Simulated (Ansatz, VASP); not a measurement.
One calculation of PF2, two programs

File INCAR:

```
SYSTEM = PF2
PREC = Accurate ; ENCUT = 520
EDIFF = 1E-6 ; ISMEAR = 0
SIGMA = 0.1 ; LREAL = .False.
LASPH = .True. ; NELM = 150
ALGO = Fast ; ISIF = 2
LWAVE = .False. ; LCHARG = .False.
ISPIN = 2 ; MAGMOM = 0 0 1 1 1 1
LORBIT = 11 ; GGA = PE
IVDW = 12 ; NBANDS = 32
```

Contents of KPOINTS:

```
Automatic mesh
0
Gamma
  4 4 4
  0 0 0
```

Contents of POSCAR:

```
PF2
1.0
    3.7850976500      0.0000000000      0.0000000000
    0.0000000000      3.7850976500      0.0000000000
    0.0000000000      0.0000000000      6.2460088500
P F
2 4
Direct
    0.0000000000      0.0000000000      0.2500000000
    0.0000000000      0.0000000000      0.7500000000
    0.2924366400      0.0000000000      0.0000000000
    0.7075633600      0.0000000000      0.0000000000
    0.0000000000      0.2924366400      0.5000000000
    0.0000000000      0.7075633600      0.5000000000
```

Input for Ansatz:

```yaml
crystal:
  lattice:
    - [3.78509765, 0.0, 0.0]
    - [0.0, 3.78509765, 0.0]
    - [0.0, 0.0, 6.24600885]
  atoms:
    - { symbol: P, position: [0.0, 0.0, 0.25] }
    - { symbol: P, position: [0.0, 0.0, 0.75] }
    - { symbol: F, position: [0.29243664, 0.0, 0.0], spin: 1.0 }
    - { symbol: F, position: [0.70756336, 0.0, 0.0], spin: 1.0 }
    - { symbol: F, position: [0.0, 0.29243664, 0.5], spin: 1.0 }
    - { symbol: F, position: [0.0, 0.70756336, 0.5], spin: 1.0 }
basis:
  ecutwfc: 420
kpoints:
  mp_grid: { grid: [4, 4, 4] }
hamiltonian:
  xc: pbe
  dispersion: d3bj
scf:
  occupations: { method: gaussian, width: 0.1 }
  lower_state_search: "off"
output:
  forces: true
  stress: true
  eigenvalues: true
  populations: true
magnetization:
  spin_polarized: true
```

Alike in both runs: task single point; functional PBE; dispersion D3(BJ); k mesh 4 × 4 × 4; occupations gaussian, width 0.1 eV; collinear spin.

|  | VASP | Ansatz |
| --- | --- | --- |
| version | VASP 6.6.1 | Ansatz 0.2.0 |
| potentials or method | VASP PAW PBE potentials, release 64 (P, F), cutoff 520 eV | scalar-relativistic, plane waves, PAW |
| valence electrons in the cell | 38 | 38 |

```tsv
	VASP	Ansatz	Ansatz less VASP
gap on the k mesh at the Fermi level (eV)	none	none	-
rms of the force components (eV/Å)	5.651	5.681	+0.0300
net moment per atom (μB)	0.01	0.01	-0.003
```

Atom by atom the forces differ by 0.030 eV/Å (rms over components). A gap of «none» marks a metal or a gap that the smearing closes. Ansatz's warnings: seeded moment not kept.

The k mesh is coarse, so the values compare programs but aren't converged.
